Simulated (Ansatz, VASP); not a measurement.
Mg4Se in VASP and in Ansatz

```
Mg Se
1.0
    -3.01780    3.01780    3.01780
     3.01780   -3.01780    3.01780
     3.01780    3.01780   -3.01780
Mg Se
4 1
Direct
  0.00000 0.63058 0.00000
  0.36942 0.36942 0.36942
  0.00000 0.00000 0.63058
  0.63058 0.00000 0.00000
  0.00000 0.00000 0.00000
```

Change from the starting cell: species swapped into the GeF4 type (I-43m, No. 217).

Alike in both runs: task relaxation of cell and atoms; functional PBE; k mesh 4 × 4 × 4; occupations gaussian, width 0.1 eV; no spin polarisation.

```csv
,VASP,Ansatz
version,VASP 6.6.1,Ansatz 0.2.0
potentials or method,"VASP PAW PBE potentials, release 64 (Mg, Se), cutoff 600 eV","scalar-relativistic, plane waves, PAW"
valence electrons in the cell,14,56
```

Ansatz gave:

* gap on the k mesh at the Fermi level, each at its own relaxed structure (eV): none
* relaxed volume (Å³/atom): 26.26
* relaxed cell length with the largest relative difference (Å): 5.546

Task: Which values does VASP return?

Result: gap on the k mesh at the Fermi level, each at its own relaxed structure (eV): none; relaxed volume (Å³/atom): 26.39; relaxed cell length with the largest relative difference (Å): 5.555.

A gap of «none» marks a metal or a gap that the smearing closes. VASP's potentials hold 14 valence electrons a cell and Ansatz's 56, so a difference there can come from the potentials and not from the codes.

The k mesh is coarse, so the values compare programs but aren't converged. Noted on VASP's run: the volume moved by over 15 % at a fixed basis, so the end points are rough.
